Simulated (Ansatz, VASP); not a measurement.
## CdI2 in VASP and in Ansatz

```
CELL_PARAMETERS angstrom
4.35010 0.00000 0.00000
-2.17505 3.76730 0.00000
0.00000 0.00000 7.20195
ATOMIC_POSITIONS crystal
Cd 0.00000 0.00000 0.00000
I 0.33333 0.66667 0.24920
I 0.66667 0.33333 0.75080
```

Change from the starting cell: strain +0.025 along x and y, +0.050 along z, atoms carried along.

Alike in both runs: task single point; functional PBE; dispersion D3(BJ); k mesh 9 × 9 × 4; occupations gaussian, width 0.05 eV; no spin polarisation.

```csv
,VASP,Ansatz
version,VASP 6.6.1,Ansatz 0.2.0
potentials or method,"VASP PAW PBE potentials, release 64 (Cd, I), cutoff 500 eV","scalar-relativistic, plane waves, PAW"
valence electrons in the cell,26,54
```

|  | VASP | Ansatz | Ansatz less VASP |
| --- | --- | --- | --- |
| gap on the k mesh at the Fermi level (eV) | 2.17 | 2.18 | +0.009 |
| least direct gap on the mesh (eV) | 2.29 | 2.30 | +0.009 |
| pressure (GPa) | -2.3 | -2.4 | -0.08 |
| traceless stress, the component that is largest in VASP (GPa) | -0.21 | -0.20 | +0.003 |
| rms of the force components (eV/Å) | 0.182 | 0.190 | +0.0071 |

Atom by atom the forces differ by 0.007 eV/Å (rms over components). VASP's potentials hold 26 valence electrons a cell and Ansatz's 54, so a difference there can come from the potentials and not from the codes.

Neither program's run includes spin-orbit coupling.
